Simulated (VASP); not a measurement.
Input of a VASP 6.6.1 run:

File INCAR:

```
PREC = Accurate
ENCUT = 520
EDIFF = 1E-6
ISMEAR = -1
SIGMA = 0.111
LREAL = False
LASPH = True
NELM = 60
ALGO = Normal
ISIF = 2
LWAVE = False
LCHARG = False
GGA = PE
NBANDS = 30
```

File KPOINTS:

```
Automatic mesh
0
Gamma
  3 3 6
```

The input POSCAR:

```
Li6GaSi2
1.0
    3.3618310000      5.8228600000      0.0000000000
   -3.3618310000      5.8228600000      0.0000000000
    0.0000000000      0.0000000000      3.2995120000
Si Li Ga
2 6 1
Direct
    0.3333000000      0.3334000000      0.5000000000
    0.6667000000      0.6666000000      0.5000000000
    0.5996000000      0.4004000000      0.0000000000
    0.4004000000      0.0000000000      0.0000000000
    0.0000000000      0.5996000000      0.0000000000
    0.2418000000      0.7582000000      0.5000000000
    0.7582000000      0.0000000000      0.5000000000
    0.0000000000      0.2418000000      0.5000000000
    0.0000000000      0.0000000000      0.0000000000
```

Potentials or basis: VASP PAW PBE potentials, release 64 (Si, Li_sv, Ga_d).

Run with:

```sh
$ cat potpaw_PBE.64/Si/POTCAR potpaw_PBE.64/Li_sv/POTCAR potpaw_PBE.64/Ga_d/POTCAR > POTCAR
$ mpirun -np 1 vasp_std > vasp.out
```

(1) What does it give for the largest force?

## Answers

(1) 1.309 eV/Å.

Caveat: forces of over 1 eV/Å act on the atoms, so gaps and moduli don't describe the material at rest.
